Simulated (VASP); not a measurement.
A run of VASP 6.6.1 is set up as follows.

INCAR

```
PREC = Accurate
ENCUT = 520
EDIFF = 1E-7
ISMEAR = 0
SIGMA = 0.1
LREAL = False
LASPH = True
NELM = 80
ALGO = Normal
ISIF = 2
LWAVE = False
LCHARG = False
GGA = PE
NBANDS = 21
```

Contents of KPOINTS:

```
regular mesh
0
Gamma
  8 8 8
```

The input POSCAR:

```
CsBe3Ag
1.0
    4.7202711168      0.0000000000      0.0000000000
    0.0000000000      4.7202711168      0.0000000000
    0.0000000000      0.0000000000      4.7202711168
Cs Be Ag
1 3 1
Direct
    0.0000000000      0.0000000000      0.0000000000
    0.0000000000      0.5000000000      0.5000000000
    0.5000000000      0.0000000000      0.5000000000
    0.5000000000      0.5000000000      0.0000000000
    0.5000000000      0.5000000000      0.5000000000
```

Potentials or basis: VASP PAW PBE potentials, release 64 (Cs_sv, Be, Ag).

Run with:

```sh
$ cat potpaw_PBE.64/Cs_sv/POTCAR potpaw_PBE.64/Be/POTCAR potpaw_PBE.64/Ag/POTCAR > POTCAR
$ mpirun -np 1 vasp_std > vasp.out
```

Estimate the band gap on the k mesh.

zero (bands 13 and 14 overlap by 0.25 eV).

Estimate the pressure.

0.0 GPa.

Caveat: spin-orbit coupling is left out, which moves the levels of the heavy elements.
